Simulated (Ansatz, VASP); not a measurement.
## W in VASP and in Ansatz

```
W
1.0
     2.82701    0.00000    0.00000
    -1.41350    2.44826    0.00000
     0.00000    0.00000   21.64940
W
3
Cartesian
  1.4135 0.8161 4.0000
  0.0000 1.6322 6.3248
  0.0000 0.0000 8.6494
```

Alike in both runs: task single point; functional PBEsol; k mesh 12 × 12 × 1; occupations gaussian, width 0.1 eV; no spin polarisation.

|  | VASP | Ansatz |
| --- | --- | --- |
| version | VASP 6.6.1 | Ansatz 0.2.0 |
| potentials or method | VASP PAW PBE potentials, release 64 (W_sv), cutoff 400 eV | scalar-relativistic, plane waves, PAW |
| valence electrons in the cell | 42 | 42 |

|  | VASP | Ansatz | Ansatz less VASP |
| --- | --- | --- | --- |
| gap on the k mesh at the Fermi level (eV) | none | none | - |
| rms of the force components (eV/Å) | 0.013 | 0.001 | -0.0117 |
| work function, face that differs most (eV) | 5.04 | 5.03 | -0.010 |

VASP's potentials were made for PBE, not for PBEsol. Atom by atom the forces differ by 0.014 eV/Å (rms over components). A gap of «none» marks a metal or a gap that the smearing closes.

Spin-orbit coupling is off throughout.
